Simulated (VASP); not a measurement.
# P in VASP: notebook

The runs below take P through relaxation of cell and atoms, single point, with r2SCAN, LDA, PBEsol.

Everything below comes from runs of VASP 6.6.1. Logs are shortened: lines on timing, memory, paths and dates and some standing lists are left out, and cuts for length are marked.

### 1 The cell of the first run

The cell holds a slab with vacuum, 2 atoms: a = 3.279 Å, b = 3.279 Å, c = 26.152 Å, α = 90.00°, β = 90.00°, γ = 120.00°.

### 2 Relaxation of cell and atoms, r2SCAN

The input, POSCAR:

```
P
1.0
    3.2789996868      0.0000000000      0.0000000000
   -1.6394998434      2.8396970278      0.0000000000
    0.0000000000      0.0000000000     26.1518814016
P
2
Direct
    0.3333333333      0.6666666667      0.3237635899
    0.6666666667      0.3333333333      0.3712510602
```

The input, INCAR.step1:

```
SYSTEM = P
PREC = Accurate ; ENCUT = 550
ISMEAR = -1 ; SIGMA = 0.02
LREAL = .FALSE. ; LASPH = .TRUE.
NELM = 120 ; LDIPOL = .TRUE.
IDIPOL = 3 ; DIPOL = 0.5 0.5 0.348
GGA = PE ; ALGO = Normal
EDIFF = 1E-5 ; LWAVE = .TRUE.
LCHARG = .FALSE. ; GGA_COMPAT = .FALSE.
IBRION = 2 ; ISIF = 3
EDIFFG = -0.005 ; NELMIN = 4
NSW = 100 ; NELMDL = -8
LATTICE_CONSTRAINTS = .TRUE. .TRUE. .FALSE.
```

The input, INCAR.step2:

```
SYSTEM = P
PREC = Accurate ; ENCUT = 550
EDIFF = 1E-7 ; ISMEAR = -1
SIGMA = 0.02 ; LREAL = .FALSE.
LASPH = .TRUE. ; NELM = 120
ALGO = Normal ; ISIF = 3
LWAVE = .FALSE. ; LCHARG = .FALSE.
LDIPOL = .TRUE. ; IDIPOL = 3
DIPOL = 0.5 0.5 0.348 ; METAGGA = R2SCAN
LMIXTAU = .TRUE. ; IBRION = 2
NSW = 80 ; EDIFFG = -0.005
ISTART = 1 ; GGA_COMPAT = .FALSE.
NELMIN = 4 ; LATTICE_CONSTRAINTS = .TRUE. .TRUE. .FALSE.
```

The input, KPOINTS:

```
regular mesh
0
G
  12 12 1
  0 0 0
```

Potentials or basis: VASP PAW PBE potentials, release 64 (P).

The run is started by

```
$ cat potpaw_PBE.64/P/POTCAR > POTCAR
$ cp INCAR.step1 INCAR
$ mpirun -np 1 vasp_std > vasp.out
$ cp INCAR.step2 INCAR
$ mpirun -np 1 vasp_std > vasp.out
```

OUTCAR:

```text
SYSTEM = P
   PREC = Accurate
   ENCUT = 550
   EDIFF = 1E-7
   ISMEAR = -1
   LREAL = .FALSE.
   LASPH = .TRUE.
   NELM = 120
   ISIF = 3
   METAGGA = R2SCAN
   IBRION = 2
   NSW = 80
   EDIFFG = -0.005
   ISTART = 1
   NELMIN = 4

 ion  position               nearest neighbor table
   1  0.333  0.667  0.324-   2 2.26   2 2.26   2 2.26
   2  0.667  0.333  0.371-   1 2.26   1 2.26   1 2.26

  LATTYP: Found a hexagonal cell.
 ALAT       =     3.2789996868
 C/A-ratio  =     7.9755669105

  Lattice vectors:

 A1 = (   3.2789996868,   0.0000000000,   0.0000000000)
 A2 = (  -1.6394998434,   2.8396970278,   0.0000000000)
 A3 = (   0.0000000000,   0.0000000000,  26.1518814016)

Analysis of symmetry for initial positions (statically):
=====================================================================
 Subroutine PRICEL returns:
 Original cell was already a primitive cell.

 Routine SETGRP: Setting up the symmetry group for a
 hexagonal supercell.

 Subroutine GETGRP returns: Found 12 space group operations
 (whereof  6 operations were pure point group operations)
 out of a pool of 24 trial point group operations.

The static configuration has the point symmetry C_3v.
 The point group associated with its full space group is D_3d.

Analysis of symmetry for dynamics (positions and initial velocities):
=====================================================================
 Subroutine PRICEL returns:
 Original cell was already a primitive cell.

 Routine SETGRP: Setting up the symmetry group for a
 hexagonal supercell.

 Subroutine GETGRP returns: Found 12 space group operations
 (whereof  6 operations were pure point group operations)
 out of a pool of 24 trial point group operations.

The dynamic configuration has the point symmetry C_3v.
 The point group associated with its full space group is D_3d.

 Subroutine INISYM returns: Found 12 space group operations
 (whereof  6 operations are pure point group operations),
 and found     1 'primitive' translations

----------------------------------------------------------------------------------------

                                     Primitive cell

  volume of cell :     243.5097

[... 115 lines left out ...]
  energy-cutoff  :      550.00
  volume of cell :      243.51
 maximum number of plane-waves:      7159
 NGX is ok and might be reduce to    28
   NGX = 13   NGY = 13   NGZ =101

--------------------------------------- Ionic step        1  -------------------------------------------

 number of electron       9.9999999 magnetization

 Free energy of the ion-electron system (eV)
  ---------------------------------------------------
  ext. energy  EPLUGINS =         0.00000000
  ---------------------------------------------------
  free energy    TOTEN  =       -17.84963320 eV

  energy without entropy =      -17.84963320  energy(sigma->0) =      -17.84963320

------------------------ aborting loop because EDIFF is reached ----------------------------------------

 vacuum level on the upper side and lower side of the slab       (xc-potential included)        -0.020        -0.020

  FORCE on cell =-STRESS in cart. coord.  units (eV):
  Direction    XX          YY          ZZ          XY          YZ          ZX
  --------------------------------------------------------------------------------------
  -------------------------------------------------------------------------------------
  Total       -0.3541520     -0.3541520     -0.5881113      0.0000000      0.0000000      0.0000000
  in kB       -2.3301506     -2.3301506     -3.8694907      0.0000000      0.0000000      0.0000000
  external PRESSURE =      -2.8432640 kB  Pullay stress =       0.0000000 kB
[... 53 lines left out ...]
  FREE ENERGIE OF THE ION-ELECTRON SYSTEM (eV)
  ---------------------------------------------------
  free  energy   TOTEN  =       -17.8513887762 eV

  energy  without entropy=      -17.8513887762  energy(sigma->0) =      -17.85138878

 dipolmoment           0.000000      0.000000      0.000000 electrons x Angstroem

--------------------------------------- Ionic step        3  -------------------------------------------

 number of electron      10.0000000 magnetization

------------------------ aborting loop because EDIFF is reached ----------------------------------------
[... 175 lines left out ...]
--------------------------------------- Ionic step        8  -------------------------------------------

 number of electron      10.0000000 magnetization

 dipolmoment           0.000000      0.000000     -0.000000 electrons x Angstroem

 Free energy of the ion-electron system (eV)
  ---------------------------------------------------
  ext. energy  EPLUGINS =         0.00000000
  ---------------------------------------------------
  free energy    TOTEN  =       -17.85707370 eV

  energy without entropy =      -17.85707370  energy(sigma->0) =      -17.85707370

 E-fermi :  -4.1728     XC(G=0):  -1.9592

 val. band max:       -4.5940032043   @ k =   0.1667   0.1667   0.0000
 cond. band min:      -2.4136026770   @ k =   0.3333   0.0000   0.0000
 fundamental gap:      2.1804005273
 Fermi energy:        -4.1728383481

 k-point     1 :       0.0000    0.0000    0.0000
  band No.  band energies     occupation
      1     -19.6188      2.00000
      2     -11.2463      2.00000
      3      -4.9927      2.00000
      4      -4.9019      2.00000
      5      -4.9019      2.00000
      6      -0.4643      0.00000
      7      -0.4643      0.00000
      8      -0.3065      0.00000
      9       1.3943      0.00000
[... 205 lines left out ...]
 k-point    19 :       0.3333    0.3333    0.0000
  band No.  band energies     occupation
      1     -14.8446      2.00000
      2     -14.8446      2.00000
      3     -10.3519      2.00000
      4      -6.4129      2.00000
      5      -6.4129      2.00000
      6      -2.1435      0.00000
      7       1.4558      0.00000
      8       1.4558      0.00000
      9       4.2646      0.00000

------------------------ aborting loop because EDIFF is reached ----------------------------------------

 vacuum level on the upper side and lower side of the slab       (xc-potential included)         0.016         0.016

  FORCE on cell =-STRESS in cart. coord.  units (eV):
  Direction    XX          YY          ZZ          XY          YZ          ZX
  --------------------------------------------------------------------------------------
  -------------------------------------------------------------------------------------
  Total       -0.0000436     -0.0000436     -0.0074104      0.0000000      0.0000000      0.0000000
  in kB       -0.0002889     -0.0002889     -0.0491353      0.0000000      0.0000000      0.0000000
  external PRESSURE =      -0.0165710 kB  Pullay stress =       0.0000000 kB
[... 17 lines left out ...]
  FREE ENERGIE OF THE ION-ELECTRON SYSTEM (eV)
  ---------------------------------------------------
  free  energy   TOTEN  =       -17.8570737037 eV

  energy  without entropy=      -17.8570737036  energy(sigma->0) =      -17.85707370

 reached required accuracy - stopping structural energy minimisation

 vacuum level on the upper side and lower side of the slab         1.828         1.828
```

OSZICAR.step1:

```text
N       E                     dE             d eps       ncg     rms          rms(c)
DAV:   1     0.685954939678E+02    0.68595E+02   -0.31218E+03   342   0.763E+02
DAV:   2    -0.556446004661E+01   -0.74160E+02   -0.65558E+02   583   0.108E+02
DAV:   3    -0.107922588257E+02   -0.52278E+01   -0.52261E+01   539   0.467E+01
DAV:   4    -0.108285228283E+02   -0.36264E-01   -0.36235E-01   549   0.443E+00
[... 31 lines left out ...]
       N       E                     dE             d eps       ncg     rms          rms(c)
DAV:   1    -0.107334059120E+02   -0.11906E-04   -0.22505E-04   434   0.938E-02    0.140E-02
DAV:   2    -0.107334013297E+02    0.45823E-05   -0.75913E-06   261   0.201E-02    0.712E-03
DAV:   3    -0.107333996188E+02    0.17109E-05   -0.53211E-06   232   0.151E-02    0.179E-03
DAV:   4    -0.107333996182E+02    0.59867E-09   -0.54848E-07   183   0.678E-03
   5 F= -.10733400E+02 E0= -.10733400E+02  d E =-.528900E-05
```

It took 18 min on 1 thread of Intel Xeon 6975P-C (Granite Rapids), shared host; peak memory 0.47 GiB.

What came out:

```yaml
Free_energy: -17.8571 eV
Relaxed_cell: a = 3.266 Å, b = 3.266 Å, c = 26.152 Å, α = 90.00°, β = 90.00°, γ = 120.00°
Space_group_after_relaxing_to_0.1_Å: P-3m1 (No. 164)
Energy_gained_by_relaxing: 3.7 meV/atom
Ionic_steps: 8
Band_gap_on_the_k_mesh: 2.18 eV (least direct gap 2.45 eV)
```

The path:
```tsv
step	energy change (eV)	largest force (eV/Å)	pressure (GPa)	volume (Å³)
1	0.0000	0.4678	-0.28	243.51
2	-0.0018	0.3948	0.28	239.37
3	-0.0074	0.0129	0.01	241.27
4	-0.0074	0.0222	0.01	241.32
5	-0.0074	0.0079	-0.01	241.68
6	-0.0074	0.0085	-0.01	241.67
7	-0.0074	0.0059	0.00	241.60
8	-0.0074	0.0003	0.00	241.63
```

Final structure:
```
P
1.0
     3.26634    0.00000    0.00000
    -1.63317    2.82873    0.00000
     0.00000    0.00000   26.15188
P
2
Direct
  0.33333 0.66667 0.32425
  0.66667 0.33333 0.37076
```

Caveat: the relaxation moved the vacuum too, so the length across it says nothing of the material; the PAW data sets were made with another functional, which shifts forces and pressure a little.

### 3 Single point, LDA

This run uses another cell than the first one.

The input, INCAR:

```
SYSTEM = P
PREC = Accurate
ENCUT = 520
EDIFF = 1E-7
ISMEAR = -1
SIGMA = 0.02
LREAL = .FALSE.
LASPH = .TRUE.
NELM = 100
ALGO = Normal
ISIF = 2
LWAVE = .FALSE.
LCHARG = .FALSE.
LDIPOL = .TRUE.
IDIPOL = 3
DIPOL = 0.5 0.5 0.348
GGA = CA
NBANDS = 12
```

The input, KPOINTS:

```
Automatic mesh
0
G
  12 12 1
  0 0 0
```

The input, POSCAR:

```
P
1.0
    3.2147360501      0.0000000000      0.0000000000
   -1.6073680250      2.7840430858      0.0000000000
    0.0000000000      0.0000000000     26.1518814016
P
2
Direct
    0.3333333333      0.6666666667      0.3237930783
    0.6666666667      0.3333333333      0.3712215718
```

Potentials or basis: VASP PAW LDA potentials, release 64 (P).

The run is started by

```
$ cat potpaw_LDA.64/P/POTCAR > POTCAR
$ mpirun -np 1 vasp_std > vasp.out
```

Wall time 37 s (1 thread of Intel Xeon 6975P-C (Granite Rapids), shared host); peak memory 0.25 GiB.

It converged, with:

* Free energy: -11.8405 eV
* Largest force: 0.084 eV/Å
* Band gap on the k mesh: 1.85 eV (least direct gap 2.17 eV)

Forces on the atoms (eV/Å):
```
P    0.000  0.000  0.084
P    0.000  0.000 -0.084
```

Levels at points of the mesh, in eV from the valence-band top:
```csv
k point,band 3,band 4,band 5,band 6,band 7,band 8
"(0.00, 0.00, 0.00)",-0.65,0.00,0.00,4.04,4.04,4.18
"(0.50, 0.00, 0.00)",-3.24,-2.29,-1.50,1.94,3.37,5.45
```

### 4 Single point, PBEsol

This run uses another cell than the first one.

The input, INCAR:

```
SYSTEM = P
ALGO = Normal ; DIPOL = 0.5 0.5 0.348
EDIFF = 1E-6 ; ENCUT = 520
GGA = PS ; IDIPOL = 3
ISIF = 2 ; ISMEAR = -1
LASPH = .True. ; LCHARG = .False.
LDIPOL = .True. ; LREAL = .False.
LWAVE = .False. ; NBANDS = 12
NELM = 60 ; PREC = Accurate
SIGMA = 0.02
```

The input, KPOINTS:

```
k-points
0
Gamma
  12 12 1
  0 0 0
```

The input, POSCAR:

```
P
1.0
    3.2365562827      0.0000000000      0.0000000000
   -1.6182781414      2.8029399616      0.0000000000
    0.0000000000      0.0000000000     26.1518814016
P
2
Direct
    0.3333333333      0.6666666667      0.3236952921
    0.6666666667      0.3333333333      0.3713193580
```

Potentials or basis: VASP PAW PBE potentials, release 64 (P).

The run is started by

```
$ cat potpaw_PBE.64/P/POTCAR > POTCAR
$ mpirun -np 1 vasp_std > vasp.out
```

OUTCAR:

```text
SYSTEM = P
   EDIFF = 1E-6
   ENCUT = 520
   GGA = PS
   ISIF = 2
   ISMEAR = -1
   LASPH = .True.
   LREAL = .False.
   NELM = 60
   PREC = Accurate

 ion  position               nearest neighbor table
   1  0.333  0.667  0.324-   2 2.25   2 2.25   2 2.25
   2  0.667  0.333  0.371-   1 2.25   1 2.25   1 2.25

  LATTYP: Found a hexagonal cell.
 ALAT       =     3.2365562827
 C/A-ratio  =     8.0801565359

  Lattice vectors:

 A1 = (   3.2365562827,   0.0000000000,   0.0000000000)
 A2 = (  -1.6182781414,   2.8029399616,   0.0000000000)
 A3 = (   0.0000000000,   0.0000000000,  26.1518814016)

Analysis of symmetry for initial positions (statically):
=====================================================================
 Subroutine PRICEL returns:
 Original cell was already a primitive cell.

 Routine SETGRP: Setting up the symmetry group for a
 hexagonal supercell.

 Subroutine GETGRP returns: Found 12 space group operations
 (whereof  6 operations were pure point group operations)
 out of a pool of 24 trial point group operations.

The static configuration has the point symmetry C_3v.
[... 180 lines left out ...]
     10       1.6069      0.00000
     11       2.0011      0.00000
     12       2.2124      0.00000
[... 256 lines left out ...]
 k-point    19 :       0.3333    0.3333    0.0000
  band No.  band energies     occupation
      1     -14.0089      2.00000
      2     -14.0089      2.00000
      3      -9.8774      2.00000
      4      -6.1290      2.00000
      5      -6.1290      2.00000
      6      -2.3310      0.00000
      7       1.1993      0.00000
      8       1.1993      0.00000
      9       3.9797      0.00000
     10       5.5992      0.00000
     11       5.5992      0.00000
     12       5.7712      0.00000

------------------------ aborting loop because EDIFF is reached ----------------------------------------

 vacuum level on the upper side and lower side of the slab       (xc-potential included)        -0.008        -0.009

  FORCE on cell =-STRESS in cart. coord.  units (eV):
  Direction    XX          YY          ZZ          XY          YZ          ZX
  --------------------------------------------------------------------------------------
  -------------------------------------------------------------------------------------
  Total       -0.0234767     -0.0234767     -0.0833353      0.0000000      0.0000000      0.0000000
  in kB       -0.1585435     -0.1585435     -0.5627814      0.0000000      0.0000000      0.0000000
  external PRESSURE =      -0.2932895 kB  Pullay stress =       0.0000000 kB

 VOLUME and BASIS-vectors are now :
 -----------------------------------------------------------------------------
  energy-cutoff  :      520.00
  volume of cell :      237.25
      direct lattice vectors                 reciprocal lattice vectors
     3.236556283  0.000000000  0.000000000     0.308970372  0.178384128  0.000000000
    -1.618278141  2.802939962  0.000000000     0.000000000  0.356768255  0.000000000
     0.000000000  0.000000000 26.151881402     0.000000000  0.000000000  0.038238167

 POSITION                                       TOTAL-FORCE (eV/Angst)
 -----------------------------------------------------------------------------------
     -0.00000      1.86863      8.46524        -0.000000     -0.000000      0.060800
      1.61828      0.93431      9.71070         0.000000      0.000000     -0.060800
 -----------------------------------------------------------------------------------
    total drift:                                0.000000     -0.000000      0.000009

  FREE ENERGIE OF THE ION-ELECTRON SYSTEM (eV)
  ---------------------------------------------------
  free  energy   TOTEN  =       -11.4021786323 eV

  energy  without entropy=      -11.4021786323  energy(sigma->0) =      -11.40217863

 vacuum level on the upper side and lower side of the slab         1.808         1.808
```

OSZICAR:

```text
N       E                     dE             d eps       ncg     rms          rms(c)
DAV:   1     0.640078453206E+02    0.64008E+02   -0.29249E+03   456   0.547E+02
DAV:   2    -0.539473330743E+01   -0.69403E+02   -0.61067E+02   748   0.983E+01
DAV:   3    -0.114291965733E+02   -0.60345E+01   -0.60204E+01   656   0.377E+01
[... 13 lines left out ...]
DAV:  17    -0.114021705523E+02   -0.89713E-05   -0.19506E-07   580   0.197E-03    0.672E-03
DAV:  18    -0.114021742447E+02   -0.36924E-05   -0.17051E-07   620   0.141E-03    0.651E-04
DAV:  19    -0.114021763442E+02   -0.20995E-05   -0.31940E-08   528   0.695E-04    0.453E-04
DAV:  20    -0.114021781924E+02   -0.18482E-05   -0.43863E-08   480   0.515E-04    0.236E-04
DAV:  21    -0.114021786323E+02   -0.43985E-06   -0.53983E-09   496   0.193E-04
   1 F= -.11402179E+02 E0= -.11402179E+02  d E =-.418795E-11
```

It took 39 s on 1 thread of Intel Xeon 6975P-C (Granite Rapids), shared host; peak memory 0.32 GiB.

What came out:

```
Free energy            : -11.4022 eV
Largest force          : 0.061 eV/Å
Band gap on the k mesh : 1.89 eV (least direct gap 2.21 eV)
```

Forces on the atoms (eV/Å):
```
P    0.000  0.000  0.061
P    0.000  0.000 -0.061
```

Levels at points of the mesh, in eV from the valence-band top:
| k point | band 1 | band 2 | band 3 | band 4 | band 5 | band 6 | band 7 | band 8 | band 9 | band 10 |
| --- | --- | --- | --- | --- | --- | --- | --- | --- | --- | --- |
| (0.00, 0.00, 0.00) | -14.36 | -6.60 | -0.58 | 0.00 | 0.00 | 4.01 | 4.01 | 4.10 | 5.35 | 5.93 |
| (0.50, 0.00, 0.00) | -11.09 | -9.08 | -3.24 | -2.27 | -1.49 | 1.97 | 3.42 | 5.42 | 6.30 | 9.87 |

Caveat: the PAW data sets were made with another functional, which shifts forces and pressure a little.

### 5 Overview

| task | level | potentials or basis | cell | cutoff (eV) | gap on the mesh (eV) | largest force (eV/Å) |
| --- | --- | --- | --- | --- | --- | --- |
| relaxation of cell and atoms | r2SCAN | VASP PAW PBE potentials, release 64 (P) | relaxed from a = 3.279, b = 3.279, c = 26.152 Å, angles 90.0, 90.0, 120.0°, 2 atoms, atomic positions A | 550 | 2.18 | - |
| single point | LDA | VASP PAW LDA potentials, release 64 (P) | a = 3.215, b = 3.215, c = 26.152 Å, angles 90.0, 90.0, 120.0°, 2 atoms, atomic positions B | 520 | 1.85 | 0.08 |
| single point | PBEsol | VASP PAW PBE potentials, release 64 (P) | a = 3.237, b = 3.237, c = 26.152 Å, angles 90.0, 90.0, 120.0°, 2 atoms, atomic positions C | 520 | 1.89 | 0.06 |

Alike in all rows: no spin polarisation; k mesh 12 × 12 × 1; smearing fermi-dirac 0.02 eV.

Caveats: the PAW data sets were made with another functional, which shifts forces and pressure a little (at least some runs); the relaxation moved the vacuum too, so the length across it says nothing of the material (at least some runs).

Total energies depend on the potentials used, so only differences within one code and one set of settings carry meaning.
